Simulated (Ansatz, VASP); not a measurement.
# Two plane-wave programs on Si2W

Contents of INCAR:

```
PREC = Accurate
ENCUT = 520
EDIFF = 1E-6
ISMEAR = 0
SIGMA = 0.15
LREAL = False
LASPH = True
NELM = 80
ALGO = Normal
ISIF = 2
LWAVE = False
LCHARG = False
GGA = PS
NBANDS = 18
```

File KPOINTS:

```
regular mesh
0
Gamma
  20 20 20
```

POSCAR

```
Si2W
1.0
   -1.6813122702      1.6813122702      3.9078662644
    1.6813122702     -1.6813122702      3.9078662644
    1.6813122702      1.6813122702     -3.9078662644
Si W
2 1
Direct
    0.3344989450      0.3344989450      0.0000000000
    0.6655010550      0.6655010550      0.0000000000
    0.0000000000      0.0000000000      0.0000000000
```

Input for Ansatz:

```yaml
crystal:
  lattice:
    - [-1.6813122702, 1.6813122702, 3.9078662644]
    - [1.6813122702, -1.6813122702, 3.9078662644]
    - [1.6813122702, 1.6813122702, -3.9078662644]
  atoms:
    - { symbol: Si, position: [0.334498945, 0.334498945, 0.0] }
    - { symbol: Si, position: [0.665501055, 0.665501055, 0.0] }
    - { symbol: W, position: [0.0, 0.0, 0.0] }
basis:
  ecutwfc: 420
kpoints:
  mp_grid: { grid: [20, 20, 20] }
hamiltonian:
  xc: pbesol
scf:
  occupations: { method: gaussian, width: 0.15 }
output:
  forces: true
  stress: true
  eigenvalues: true
  write_density: true
  write_potential: true
  elf: true
  volumetric_format: npy
```

Change from the starting cell: strain +0.050 along x and y, +0.000 along z, atoms carried along.

Alike in both runs: task single point; functional PBEsol; k mesh 20 × 20 × 20; occupations gaussian, width 0.15 eV; no spin polarisation.

|  | VASP | Ansatz |
| --- | --- | --- |
| version | VASP 6.6.1 | Ansatz 0.2.0 |
| potentials or method | VASP PAW PBE potentials, release 64 (Si, W_sv), cutoff 520 eV | scalar-relativistic, plane waves, PAW |
| valence electrons in the cell | 22 | 22 |

|  | VASP | Ansatz | Ansatz less VASP |
| --- | --- | --- | --- |
| gap on the k mesh at the Fermi level (eV) | none | none | - |
| pressure (GPa) | -17.1 | -17.3 | -0.20 |
| traceless stress, the component that is largest in VASP (GPa) | 9.76 | 9.76 | +0.001 |
| rms of the force components (eV/Å) | 0.080 | 0.081 | +0.0008 |

VASP's potentials were made for PBE, not for PBEsol. Atom by atom the forces differ by 0.001 eV/Å (rms over components). A gap of «none» marks a metal or a gap that the smearing closes.

Neither program's run includes spin-orbit coupling.
